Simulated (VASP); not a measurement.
# ZrTlF6 (Fm-3m) in VASP: relaxation of cell and atoms with PBE

Aim: the relaxation of cell and atoms of ZrTlF6 with PBE.

All numbers are computed with VASP 6.6.1; they aren't measurements. Logs are shortened: lines on timing, memory, paths and dates and some standing lists are left out, and cuts for length are marked.

### 1 The cell of the first run

The structure is cubic, space group Fm-3m (No. 225). The conventional cell has a = 8.892 Å, b = 8.892 Å, c = 8.892 Å, α = 90.00°, β = 90.00°, γ = 90.00°. Within 2.7 Å of Zr (site symmetry m-3m) lie 6 F at 2.02 Å. Within 3.2 Å of Tl (site symmetry m-3m) lie 6 F at 2.42 Å. Within 2.7 Å of F (site symmetry 4mm) lie 1 Zr at 2.02 Å and 1 Tl at 2.42 Å.

### 2 Relaxation of cell and atoms, PBE

Input file INCAR:

```
SYSTEM = ZrTlF6
PREC = Accurate ; ENCUT = 600
EDIFF = 1E-6 ; ISMEAR = 0
SIGMA = 0.1 ; LREAL = .FALSE.
LASPH = .TRUE. ; NELM = 60
ALGO = Normal ; ISIF = 3
LWAVE = .FALSE. ; LCHARG = .FALSE.
GGA = PE ; IBRION = 2
NSW = 100 ; EDIFFG = -0.01
```

Input file KPOINTS:

```
Automatic mesh
0
G
  8 8 8
  0 0 0
```

Input file POSCAR:

```
ZrTlF6
1.0
    0.0000000000      4.4461967000      4.4461967000
    4.4461967000      0.0000000000      4.4461967000
    4.4461967000      4.4461967000      0.0000000000
Zr Tl F
1 1 6
Direct
    0.0000000000      0.0000000000      0.0000000000
    0.5000000000      0.5000000000      0.5000000000
    0.7722940000      0.2277060000      0.2277060000
    0.2277060000      0.7722940000      0.7722940000
    0.2277060000      0.7722940000      0.2277060000
    0.7722940000      0.2277060000      0.7722940000
    0.2277060000      0.2277060000      0.7722940000
    0.7722940000      0.7722940000      0.2277060000
```

Potentials or basis: VASP PAW PBE potentials, release 64 (Zr_sv, Tl_d, F).

Run with:

```console
> cat potpaw_PBE.64/Zr_sv/POTCAR potpaw_PBE.64/Tl_d/POTCAR potpaw_PBE.64/F/POTCAR > POTCAR
> mpirun -np 1 vasp_std > vasp.out
```

OUTCAR:

```text
SYSTEM = ZrTlF6
   PREC = Accurate
   ENCUT = 600
   EDIFF = 1E-6
   ISMEAR = 0
   LREAL = .FALSE.
   LASPH = .TRUE.
   NELM = 60
   ISIF = 3
   GGA = PE
   IBRION = 2
   NSW = 100
   EDIFFG = -0.01

 ion  position               nearest neighbor table
   1  0.000  0.000  0.000-   3 2.02   4 2.02   5 2.02   6 2.02   7 2.02   8 2.02
   2  0.500  0.500  0.500-   3 2.42   4 2.42   5 2.42   6 2.42   7 2.42   8 2.42
   3  0.772  0.228  0.228-   1 2.02   2 2.42
   4  0.228  0.772  0.772-   1 2.02   2 2.42
   5  0.228  0.772  0.228-   1 2.02   2 2.42
   6  0.772  0.228  0.772-   1 2.02   2 2.42
   7  0.228  0.228  0.772-   1 2.02   2 2.42
   8  0.772  0.772  0.228-   1 2.02   2 2.42

  LATTYP: Found a face centered cubic cell.
 ALAT       =     8.8923934000

  Lattice vectors:

 A1 = (   0.0000000000,   4.4461967000,   4.4461967000)
 A2 = (   4.4461967000,   0.0000000000,   4.4461967000)
 A3 = (   4.4461967000,   4.4461967000,   0.0000000000)

Analysis of symmetry for initial positions (statically):
=====================================================================
 Subroutine PRICEL returns:
 Original cell was already a primitive cell.

 Routine SETGRP: Setting up the symmetry group for a
 face centered cubic supercell.

 Subroutine GETGRP returns: Found 48 space group operations
 (whereof 48 operations were pure point group operations)
 out of a pool of 48 trial point group operations.

The static configuration has the point symmetry O_h .

Analysis of symmetry for dynamics (positions and initial velocities):
=====================================================================
 Subroutine PRICEL returns:
 Original cell was already a primitive cell.

 Routine SETGRP: Setting up the symmetry group for a
 face centered cubic supercell.

 Subroutine GETGRP returns: Found 48 space group operations
 (whereof 48 operations were pure point group operations)
 out of a pool of 48 trial point group operations.

The dynamic configuration has the point symmetry O_h .

 Subroutine INISYM returns: Found 48 space group operations
 (whereof 48 operations are pure point group operations),
 and found     1 'primitive' translations

----------------------------------------------------------------------------------------

                                     Primitive cell

  volume of cell :     175.7907

  direct lattice vectors                    reciprocal lattice vectors
     0.000000000  4.446196700  4.446196700    -0.112455664  0.112455664  0.112455664
     4.446196700  0.000000000  4.446196700     0.112455664 -0.112455664  0.112455664
     4.446196700  4.446196700  0.000000000     0.112455664  0.112455664 -0.112455664

  length of vectors
     6.287871674  6.287871674  6.287871674     0.194778923  0.194778923  0.194778923

  position of ions in fractional coordinates (direct lattice)
     0.000000000  0.000000000  0.000000000
     0.500000000  0.500000000  0.500000000
     0.772294000  0.227706000  0.227706000
     0.227706000  0.772294000  0.772294000
     0.227706000  0.772294000  0.227706000
     0.772294000  0.227706000  0.772294000
     0.227706000  0.227706000  0.772294000
     0.772294000  0.772294000  0.227706000

  ion indices of the primitive-cell ions
   primitive index   ion index
                 1           1
                 2           2
                 3           3
                 4           4
                 5           5
                 6           6
                 7           7
                 8           8

----------------------------------------------------------------------------------------

 KPOINTS: Automatic mesh

Automatic generation of k-mesh.
 Grid dimensions read from file:
 generate k-points for:    8    8    8

 Generating k-lattice:

  Cartesian coordinates                     Fractional coordinates (reciprocal lattice)
    -0.014056958  0.014056958  0.014056958     0.125000000  0.000000000  0.000000000
     0.014056958 -0.014056958  0.014056958     0.000000000  0.125000000  0.000000000
     0.014056958  0.014056958 -0.014056958     0.000000000  0.000000000  0.125000000

  Length of vectors
     0.024347365  0.024347365  0.024347365

  Shift w.r.t. Gamma in fractional coordinates (k-lattice)
     0.000000000  0.000000000  0.000000000

 Subroutine IBZKPT returns following result:
 ===========================================

 Found     29 irreducible k-points:

 Following reciprocal coordinates:
            Coordinates               Weight
  0.000000  0.000000  0.000000      1.000000
  0.125000  0.000000  0.000000      8.000000
  0.250000  0.000000  0.000000      8.000000
  0.375000  0.000000  0.000000      8.000000
  0.500000  0.000000  0.000000      4.000000
  0.125000  0.125000  0.000000      6.000000
[... 16 lines left out ...]
  0.500000  0.250000  0.125000     48.000000
 -0.375000  0.250000  0.125000     24.000000
 [... further k-points ...]
   k-points           NKPTS =     29   k-points in BZ     NKDIM =     29   number of bands    NBANDS=     40
   number of dos      NEDOS =    301   number of ions     NIONS =      8
   total plane-waves  NPLWV = 125000
   dimension x,y,z NGX =    50 NGY =   50 NGZ =   50
   dimension x,y,z NGXF=   100 NGYF=  100 NGZF=  100
   ions per type =               1   1   6
   NGX,Y,Z   is equivalent  to a cutoff of  13.22, 13.22, 13.22 a.u.
   NGXF,Y,Z  is equivalent  to a cutoff of  26.44, 26.44, 26.44 a.u.
 SYSTEM =  ZrTlF6
   PREC   = accura    normal or accurate (medium, high low for compatibility)
   ISTART =      0    job   : 0-new  1-cont  2-samecut
   ICHARG =      2    charge: 1-file 2-atom 10-const
   ISPIN  =      1    spin polarized calculation?
   LNONCOLLINEAR =      F non collinear calculations
   LSORBIT =      F    spin-orbit coupling
   LASPH  =      T    aspherical Exc in radial PAW
   ENCUT  =  600.0 eV  44.10 Ry    6.64 a.u.  12.56 12.56 12.56*2*pi/ulx,y,z
   NELM   =     60;   NELMIN=  2; NELMDL= -5     # of ELM steps
   EDIFF  = 0.1E-05   stopping-criterion for ELM
   LREAL  =      F    real-space projection
   EDIFFG = -.1E-01   stopping-criterion for IOM
   NSW    =    100    number of steps for IOM
   IBRION =      2    ionic relax: 0-MD 1-quasi-New 2-CG
   NFREE  =      1    steps in history (QN), initial steepest desc. (CG)
   ISIF   =      3    stress and relaxation
   ISYM   =      2    0-nonsym 1-usesym 2-fastsym
   POTIM  = 0.5000    time-step for ionic-motion
   TEBEG  =    0.0;   TEEND  =   0.0 temperature during run
   PSTRESS=    0.0 pullay stress
   NELECT =      67.0000    total number of electrons
   NUPDOWN=      -1.0000    fix difference up-down
   EMIN   =  10.00;   EMAX   =-10.00  energy-range for DOS
   EFERMI =   0.00;   METHOD = LEGACY
   ISMEAR =     0;   SIGMA  =   0.10  broadening in eV -4-tet -1-fermi 0-gaus
   EFERMI_NEDOS =   21; number of points for ismear=-14 and -15
   IALGO  =     38    algorithm
   IMIX   =      4    mixing-type and parameters
     AMIX     =   0.40;   BMIX     =  1.00
     AMIX_MAG =   1.60;   BMIX_MAG =  1.00
  volume/ion in A,a.u.               =      21.97       148.29
  Fermi-wavevector in a.u.,A,eV,Ry     =   1.186955  2.243021 19.168749  1.408863
  Thomas-Fermi vector in A             =   2.323117
   LORBIT       =      0    0 simple, 1 ext, 2 COOP (PROOUT), +10 PAW based schemes
   GGA     = PE    functional components
   LHFCALC =     F    Hartree Fock is set to
   AEXX    =    0.0000 exact exchange contribution
   IVDW    =     0    specifies the selected vdW correction
   LEPSILON=     F    determine dielectric tensor
   LRPA    =     F    only Hartree local field effects (RPA)
 conjugate gradient relaxation of ions
 non-spin polarized calculation
 Gauss-broadening in eV      SIGMA  =   0.10
  energy-cutoff  :      600.00
  volume of cell :      175.79
 maximum number of plane-waves:      5961
   NGX = 25   NGY = 25   NGZ = 25

--------------------------------------- Ionic step        1  -------------------------------------------

 number of electron      67.0000007 magnetization

 Free energy of the ion-electron system (eV)
  ---------------------------------------------------
  ext. energy  EPLUGINS =         0.00000000
  ---------------------------------------------------
  free energy    TOTEN  =       -45.24161028 eV

  energy without entropy =      -45.22125785  energy(sigma->0) =      -45.23143406

------------------------ aborting loop because EDIFF is reached ----------------------------------------

  FORCE on cell =-STRESS in cart. coord.  units (eV):
  Direction    XX          YY          ZZ          XY          YZ          ZX
  --------------------------------------------------------------------------------------
  -------------------------------------------------------------------------------------
  Total       -0.0606240     -0.0606240     -0.0606240     -0.0000000     -0.0000000     -0.0000000
  in kB       -0.5525341     -0.5525341     -0.5525341     -0.0000000     -0.0000000     -0.0000000
  external PRESSURE =      -0.5525341 kB  Pullay stress =       0.0000000 kB
[... 111 lines left out ...]
  energy  without entropy=      -45.2220155721  energy(sigma->0) =      -45.23218559

--------------------------------------- Ionic step        4  -------------------------------------------

 number of electron      67.0000005 magnetization

 Free energy of the ion-electron system (eV)
  ---------------------------------------------------
  ext. energy  EPLUGINS =         0.00000000
  ---------------------------------------------------
  free energy    TOTEN  =       -45.24256582 eV

  energy without entropy =      -45.22229646  energy(sigma->0) =      -45.23243114

 E-fermi :  -0.9328     XC(G=0):  -7.3095

 val. band max:       -0.9494599233   @ k =   0.2500   0.1250   0.0000
 cond. band min:      -0.8972585138   @ k =   0.3750   0.2500   0.1250
 fundamental gap:      0.0522014094
 Fermi energy:        -0.9327739899

 k-point     1 :       0.0000    0.0000    0.0000
  band No.  band energies     occupation
      1     -49.6777      2.00000
      2     -28.1936      2.00000
      3     -28.1936      2.00000
      4     -28.1936      2.00000
      5     -23.3268      2.00000
      6     -23.2588      2.00000
[... 1021 lines left out ...]
     39       5.4935      0.00000
     40       5.5170      0.00000

 [... further k-points ...]

------------------------ aborting loop because EDIFF is reached ----------------------------------------

  FORCE on cell =-STRESS in cart. coord.  units (eV):
  Direction    XX          YY          ZZ          XY          YZ          ZX
  --------------------------------------------------------------------------------------
  -------------------------------------------------------------------------------------
  Total        0.0527518      0.0527518      0.0527518      0.0000000      0.0000000     -0.0000000
  in kB        0.4832522      0.4832522      0.4832522      0.0000000      0.0000000     -0.0000000
  external PRESSURE =       0.4832522 kB  Pullay stress =       0.0000000 kB
[... 23 lines left out ...]
  FREE ENERGIE OF THE ION-ELECTRON SYSTEM (eV)
  ---------------------------------------------------
  free  energy   TOTEN  =       -45.2425658185 eV

  energy  without entropy=      -45.2222964645  energy(sigma->0) =      -45.23243114

 reached required accuracy - stopping structural energy minimisation
```

Wall time 6.8 min (1 thread of AMD EPYC 9R45 (Zen 5), shared host); peak memory 0.49 GiB.

What came out:

| Property | Result |
| --- | --- |
| Free energy | -45.2426 eV |
| Relaxed volume | 21.86 Å³/atom |
| Relaxed cell | a = 6.277 Å, b = 6.277 Å, c = 6.277 Å, α = 60.00°, β = 60.00°, γ = 60.00° |
| Space group after relaxing (to 0.1 Å) | Fm-3m (No. 225) |
| Energy gained by relaxing | 0.1 meV/atom |
| Ionic steps | 4 |
| Pressure after relaxing | 0.0 GPa |
| Band gap on the k mesh | zero (an odd number of electrons rules out a gap without spin polarisation) |

Forces on the atoms (eV/Å):
```
Zr   0.000  0.000  0.000
Tl   0.000  0.000  0.000
F    0.003  0.000  0.000
F   -0.003  0.000  0.000
F    0.000  0.003  0.000
F    0.000 -0.003  0.000
F    0.000  0.000  0.003
F    0.000  0.000 -0.003
```

The path:
| step | energy change (eV) | largest force (eV/Å) | pressure (GPa) | volume (Å³) |
| --- | --- | --- | --- | --- |
| 1 | 0.0000 | 0.0643 | -0.06 | 175.79 |
| 2 | -0.0007 | 0.0003 | -0.16 | 175.60 |
| 3 | -0.0007 | 0.0115 | -0.16 | 175.56 |
| 4 | -0.0010 | 0.0027 | 0.05 | 174.89 |

Final structure:
```cif
data_structure
_symmetry_space_group_name_H-M 'P 1'
_symmetry_Int_Tables_number 1
_cell_length_a 6.2772
_cell_length_b 6.2772
_cell_length_c 6.2772
_cell_angle_alpha 60.000
_cell_angle_beta 60.000
_cell_angle_gamma 60.000
_cell_volume 174.89
loop_
_atom_site_label
_atom_site_type_symbol
_atom_site_fract_x
_atom_site_fract_y
_atom_site_fract_z
_atom_site_occupancy
Zr1 Zr 0.00000 0.00000 0.00000 1
Tl1 Tl 0.50000 0.50000 0.50000 1
F1 F 0.77177 0.22823 0.22823 1
F2 F 0.22823 0.77177 0.77177 1
F3 F 0.22823 0.77177 0.22823 1
F4 F 0.77177 0.22823 0.77177 1
F5 F 0.22823 0.22823 0.77177 1
F6 F 0.77177 0.77177 0.22823 1
```

Caveat: spin-orbit coupling is left out, which moves the levels of the heavy elements; an odd number of electrons without spin polarisation forces a metal; a magnetic or distorted state may lie lower.

The gap in the log of VASP goes by the Fermi energy; the results here count the filled bands.